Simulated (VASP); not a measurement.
# Mo12N in VASP: single point with PBE

Aim: the single point of Mo12N with PBE.

Everything below comes from runs of VASP 6.6.1. Logs are shortened: lines on timing, memory, paths and dates and some standing lists are left out, and cuts for length are marked.

## (1) The cell of the first run

The cell holds a slab with vacuum, 13 atoms: a = 5.474 Å, b = 5.474 Å, c = 19.808 Å, α = 90.00°, β = 90.00°, γ = 109.47°.

## (2) Single point, PBE

INCAR reads:

```
PREC = Accurate
ENCUT = 520
EDIFF = 1E-6
ISMEAR = 0
SIGMA = 0.1
LREAL = F
LASPH = T
NELM = 60
ALGO = Normal
ISIF = 2
LWAVE = F
LCHARG = F
LDIPOL = T
IDIPOL = 3
DIPOL = 0.5 0.5 0.323
GGA = PE
NBANDS = 98
```

KPOINTS reads:

```
regular mesh
0
Gamma
  5 5 1
```

POSCAR reads:

```
Mo12N
1.0
    5.4740406976      0.0000000000      0.0000000000
   -1.8246802325      5.1609750637      0.0000000000
    0.0000000000      0.0000000000     19.8082144129
Mo N
12 1
Direct
    0.2500000000      0.2500000000      0.2019364248
    0.2500000000      0.7500000000      0.2019364248
    0.7500000000      0.2500000000      0.2019364248
    0.7500000000      0.7500000000      0.2019364248
    0.0000000000      0.0000000000      0.3106872619
    0.0000000000      0.5000000000      0.3106872619
    0.5000000000      0.0000000000      0.3106872619
    0.5000000000      0.5000000000      0.3106872619
    0.2500000000      0.2500000000      0.4194327787
    0.2500000000      0.7500000000      0.4194327787
    0.7500000000      0.2500000000      0.4194327787
    0.7500000000      0.7500000000      0.4194327787
    0.5000000000      0.5000000000      0.4761627072
```

Potentials or basis: VASP PAW PBE potentials, release 64 (Mo_sv, N).

Launch:

```
$ cat potpaw_PBE.64/Mo_sv/POTCAR potpaw_PBE.64/N/POTCAR > POTCAR
$ mpirun -np 1 vasp_std > vasp.out
```

OUTCAR:

```text
PREC = Accurate
   ENCUT = 520
   EDIFF = 1E-6
   ISMEAR = 0
   LREAL = F
   LASPH = T
   NELM = 60
   ISIF = 2
   GGA = PE

 ion  position               nearest neighbor table
   1  0.250  0.250  0.202-   5 2.67   8 2.67   3 2.74   3 2.74   2 2.74   2 2.74   7 3.10   6 3.10
                             4 3.16   4 3.16
   2  0.250  0.750  0.202-   6 2.67   7 2.67   4 2.74   4 2.74   1 2.74   1 2.74   5 3.10   8 3.10
                             3 3.16   3 3.16
   3  0.750  0.250  0.202-   6 2.67   7 2.67   1 2.74   1 2.74   4 2.74   4 2.74   5 3.10   8 3.10
                             2 3.16   2 3.16
   4  0.750  0.750  0.202-   5 2.67   8 2.67   2 2.74   2 2.74   3 2.74   3 2.74   7 3.10   6 3.10
                             1 3.16   1 3.16
   5  0.000  0.000  0.311-   9 2.67  12 2.67   1 2.67   4 2.67   7 2.74   7 2.74   6 2.74   6 2.74
                            11 3.10  10 3.10   3 3.10   2 3.10   8 3.16   8 3.16
   6  0.000  0.500  0.311-  10 2.67  11 2.67   2 2.67   3 2.67   8 2.74   8 2.74   5 2.74   5 2.74
                             9 3.10  12 3.10   1 3.10   4 3.10   7 3.16   7 3.16
   7  0.500  0.000  0.311-  10 2.67  11 2.67   2 2.67   3 2.67   5 2.74   5 2.74   8 2.74   8 2.74
                             9 3.10  12 3.10   1 3.10   4 3.10   6 3.16   6 3.16
   8  0.500  0.500  0.311-   9 2.67  12 2.67   1 2.67   4 2.67   6 2.74   6 2.74   7 2.74   7 2.74
                            11 3.10  10 3.10   3 3.10   2 3.10   5 3.16   5 3.16
   9  0.250  0.250  0.419-  13 1.94   8 2.67   5 2.67  11 2.74  11 2.74  10 2.74  10 2.74   6 3.10
                             7 3.10  12 3.16  12 3.16
  10  0.250  0.750  0.419-  13 2.50   7 2.67   6 2.67  12 2.74  12 2.74   9 2.74   9 2.74   8 3.10
                             5 3.10  11 3.16  11 3.16
  11  0.750  0.250  0.419-  13 2.50   7 2.67   6 2.67   9 2.74   9 2.74  12 2.74  12 2.74   8 3.10
                             5 3.10  10 3.16  10 3.16
  12  0.750  0.750  0.419-  13 1.94   8 2.67   5 2.67  10 2.74  10 2.74  11 2.74  11 2.74   6 3.10
                             7 3.10   9 3.16   9 3.16
  13  0.500  0.500  0.476-   9 1.94  12 1.94  11 2.50  10 2.50

  LATTYP: Found a base centered orthorhombic cell.
 ALAT       =     6.3208777407
 B/A-ratio  =     1.4142135624
 C/A-ratio  =     3.1337759130

  Lattice vectors:

 A1 = (   5.4740406976,   0.0000000000,   0.0000000000)
 A2 = (  -1.8246802325,   5.1609750637,   0.0000000000)
 A3 = (   0.0000000000,   0.0000000000,  19.8082144129)

Analysis of symmetry for initial positions (statically):
=====================================================================
 Subroutine PRICEL returns:
 Original cell was already a primitive cell.

 Routine SETGRP: Setting up the symmetry group for a
 base centered orthorhombic supercell.

 Subroutine GETGRP returns: Found  4 space group operations
 (whereof  4 operations were pure point group operations)
 out of a pool of  8 trial point group operations.

The static configuration has the point symmetry C_2v.

Analysis of symmetry for dynamics (positions and initial velocities):
=====================================================================
 Subroutine PRICEL returns:
 Original cell was already a primitive cell.

 Routine SETGRP: Setting up the symmetry group for a
 base centered orthorhombic supercell.

 Subroutine GETGRP returns: Found  4 space group operations
 (whereof  4 operations were pure point group operations)
 out of a pool of  8 trial point group operations.

The dynamic configuration has the point symmetry C_2v.

 Subroutine INISYM returns: Found  4 space group operations
 (whereof  4 operations are pure point group operations),
 and found     1 'primitive' translations

----------------------------------------------------------------------------------------

                                     Primitive cell

  volume of cell :     559.6095

  direct lattice vectors                    reciprocal lattice vectors
     5.474040698  0.000000000  0.000000000     0.182680410  0.064587278  0.000000000
    -1.824680232  5.160975064  0.000000000     0.000000000  0.193761835  0.000000000
     0.000000000  0.000000000 19.808214413     0.000000000  0.000000000  0.050484106

  length of vectors
     5.474040698  5.474040698 19.808214413     0.193761835  0.193761835  0.050484106

[... 43 lines left out ...]
     0.000000000  0.038752367  0.000000000     0.000000000  0.200000000  0.000000000
     0.000000000  0.000000000  0.050484106     0.000000000  0.000000000  1.000000000

  Length of vectors
     0.038752367  0.038752367  0.050484106

  Shift w.r.t. Gamma in fractional coordinates (k-lattice)
     0.000000000  0.000000000  0.000000000

 Subroutine IBZKPT returns following result:
 ===========================================

 Found      9 irreducible k-points:

 Following reciprocal coordinates:
            Coordinates               Weight
  0.000000  0.000000  0.000000      1.000000
  0.200000  0.000000  0.000000      4.000000
  0.400000  0.000000  0.000000      4.000000
  0.200000  0.200000  0.000000      2.000000
  0.400000  0.200000  0.000000      4.000000
 -0.400000  0.200000  0.000000      4.000000
 -0.200000  0.200000  0.000000      2.000000
  0.400000  0.400000  0.000000      2.000000
 -0.400000  0.400000  0.000000      2.000000
   k-points           NKPTS =      9   k-points in BZ     NKDIM =      9   number of bands    NBANDS=     98
   number of dos      NEDOS =    301   number of ions     NIONS =     13
   total plane-waves  NPLWV = 264600
   dimension x,y,z NGX =    42 NGY =   42 NGZ =  150
   dimension x,y,z NGXF=    84 NGYF=   84 NGZF=  300
   ions per type =              12   1
   NGX,Y,Z   is equivalent  to a cutoff of  12.76, 12.76, 12.59 a.u.
   NGXF,Y,Z  is equivalent  to a cutoff of  25.51, 25.51, 25.18 a.u.
 SYSTEM =  unknown system
   PREC   = accura    normal or accurate (medium, high low for compatibility)
   ISTART =      0    job   : 0-new  1-cont  2-samecut
   ICHARG =      2    charge: 1-file 2-atom 10-const
   ISPIN  =      1    spin polarized calculation?
   LNONCOLLINEAR =      F non collinear calculations
   LSORBIT =      F    spin-orbit coupling
   LASPH  =      T    aspherical Exc in radial PAW
   ENCUT  =  520.0 eV  38.22 Ry    6.18 a.u.  10.18 10.18 36.83*2*pi/ulx,y,z
   NELM   =     60;   NELMIN=  2; NELMDL= -5     # of ELM steps
   EDIFF  = 0.1E-05   stopping-criterion for ELM
   LREAL  =      F    real-space projection
[... 7 lines left out ...]
   TEBEG  =    0.0;   TEEND  =   0.0 temperature during run
   PSTRESS=    0.0 pullay stress
   NELECT =     173.0000    total number of electrons
   NUPDOWN=      -1.0000    fix difference up-down
   EMIN   =  10.00;   EMAX   =-10.00  energy-range for DOS
   EFERMI =   0.00;   METHOD = LEGACY
   ISMEAR =     0;   SIGMA  =   0.10  broadening in eV -4-tet -1-fermi 0-gaus
   EFERMI_NEDOS =   21; number of points for ismear=-14 and -15
   IALGO  =     38    algorithm
   IMIX   =      4    mixing-type and parameters
     AMIX     =   0.40;   BMIX     =  1.00
     AMIX_MAG =   1.60;   BMIX_MAG =  1.00
  volume/ion in A,a.u.               =      43.05       290.49
  Fermi-wavevector in a.u.,A,eV,Ry     =   1.106951  2.091835 16.671777  1.225341
  Thomas-Fermi vector in A             =   2.243459
   LORBIT       =      0    0 simple, 1 ext, 2 COOP (PROOUT), +10 PAW based schemes
   GGA     = PE    functional components
   LHFCALC =     F    Hartree Fock is set to
   AEXX    =    0.0000 exact exchange contribution
   IVDW    =     0    specifies the selected vdW correction
   LEPSILON=     F    determine dielectric tensor
   LRPA    =     F    only Hartree local field effects (RPA)
 non-spin polarized calculation
 Gauss-broadening in eV      SIGMA  =   0.10
  energy-cutoff  :      520.00
  volume of cell :      559.61
 maximum number of plane-waves:     15102
 NGX is ok and might be reduce to    42
   NGX = 21   NGY = 21   NGZ = 73

 dipolmoment           0.000000      0.000000     -0.045417 electrons x Angstroem

 number of electron     172.9999985 magnetization

 dipolmoment           0.000000      0.000000      0.056819 electrons x Angstroem

 Free energy of the ion-electron system (eV)
  ---------------------------------------------------
  ext. energy  EPLUGINS =         0.00000000
  ---------------------------------------------------
  free energy    TOTEN  =      -131.06023085 eV

  energy without entropy =     -130.99806176  energy(sigma->0) =     -131.02914630

 E-fermi :   1.2236     XC(G=0):  -5.6021

 val. band max:        1.2201645461   @ k =  -0.2000   0.2000   0.0000
 cond. band min:       1.2264348100   @ k =  -0.2000   0.2000   0.0000
 fundamental gap:      0.0062702639
 Fermi energy:         1.2236207403

 k-point     1 :       0.0000    0.0000    0.0000
  band No.  band energies     occupation
      1     -60.0846      2.00000
      2     -59.9394      2.00000
      3     -59.9265      2.00000
      4     -59.8673      2.00000
      5     -59.8561      2.00000
      6     -59.8048      2.00000
[... 898 lines left out ...]
     97       2.0693      0.00000
     98       2.0879      0.00000

------------------------ aborting loop because EDIFF is reached ----------------------------------------

 vacuum level on the upper side and lower side of the slab       (xc-potential included)         0.044        -0.301

  FORCE on cell =-STRESS in cart. coord.  units (eV):
  Direction    XX          YY          ZZ          XY          YZ          ZX
  --------------------------------------------------------------------------------------
  -------------------------------------------------------------------------------------
  Total       -8.8221666     -8.8327664      4.2294628     -0.0149903      0.0000000      0.0000000
  in kB      -25.2581028    -25.2884502     12.1090670     -0.0429177      0.0000000      0.0000000
  external PRESSURE =     -12.8124954 kB  Pullay stress =       0.0000000 kB

 VOLUME and BASIS-vectors are now :
 -----------------------------------------------------------------------------
  energy-cutoff  :      520.00
  volume of cell :      559.61
      direct lattice vectors                 reciprocal lattice vectors
     5.474040698  0.000000000  0.000000000     0.182680410  0.064587278  0.000000000
    -1.824680232  5.160975064  0.000000000     0.000000000  0.193761835  0.000000000
     0.000000000  0.000000000 19.808214413     0.000000000  0.000000000  0.050484106

 POSITION                                       TOTAL-FORCE (eV/Angst)
 -----------------------------------------------------------------------------------
      0.91234      1.29024      4.00000        -0.152551     -0.215739      0.160064
      0.00000      3.87073      4.00000         0.046316     -0.032750     -0.336599
      3.64936      1.29024      4.00000        -0.046316      0.032750     -0.336599
      2.73702      3.87073      4.00000         0.152551      0.215739      0.160064
      0.00000      0.00000      6.15416         0.000000      0.000000     -1.157035
     -0.91234      2.58049      6.15416         0.000000      0.000000      0.319873
      2.73702      0.00000      6.15416         0.000000      0.000000      0.319873
      1.82468      2.58049      6.15416         0.000000      0.000000     -0.750322
      0.91234      1.29024      8.30821        -0.177760     -0.251390      0.612974
      0.00000      3.87073      8.30821        -0.144622      0.102263      0.168322
      3.64936      1.29024      8.30821         0.144622     -0.102263      0.168322
      2.73702      3.87073      8.30821         0.177760      0.251390      0.612974
      1.82468      2.58049      9.43193         0.000000      0.000000      0.058088
 -----------------------------------------------------------------------------------
    total drift:                                0.000000      0.000000      0.000570

  FREE ENERGIE OF THE ION-ELECTRON SYSTEM (eV)
  ---------------------------------------------------
  free  energy   TOTEN  =      -131.0602308476 eV

  energy  without entropy=     -130.9980617559  energy(sigma->0) =     -131.02914630

 vacuum level on the upper side and lower side of the slab         6.158         5.793
```

It took 25 min on 1 thread of Intel Xeon Platinum 8488C (Sapphire Rapids), shared host; peak memory 0.73 GiB.

Results:

```
Free energy            : -131.0602 eV
Largest force          : 1.157 eV/Å
Band gap on the k mesh : zero (an odd number of electrons rules out a gap without spin polarisation)
```

Forces on the atoms (eV/Å):
```
Mo  -0.153 -0.216  0.160
Mo   0.046 -0.033 -0.337
Mo  -0.046  0.033 -0.337
Mo   0.153  0.216  0.160
Mo   0.000  0.000 -1.157
Mo   0.000  0.000  0.320
Mo   0.000  0.000  0.320
Mo   0.000  0.000 -0.750
Mo  -0.178 -0.251  0.613
Mo  -0.145  0.102  0.168
Mo   0.145 -0.102  0.168
Mo   0.178  0.251  0.613
N    0.000  0.000  0.058
```

Levels at points of the mesh, in eV from the Fermi level:
```
           k point  band 85  band 86  band 87  band 88  band 89  band 90
(0.00, 0.00, 0.00)     0.64     0.79     0.80     1.25     1.26     1.30
```
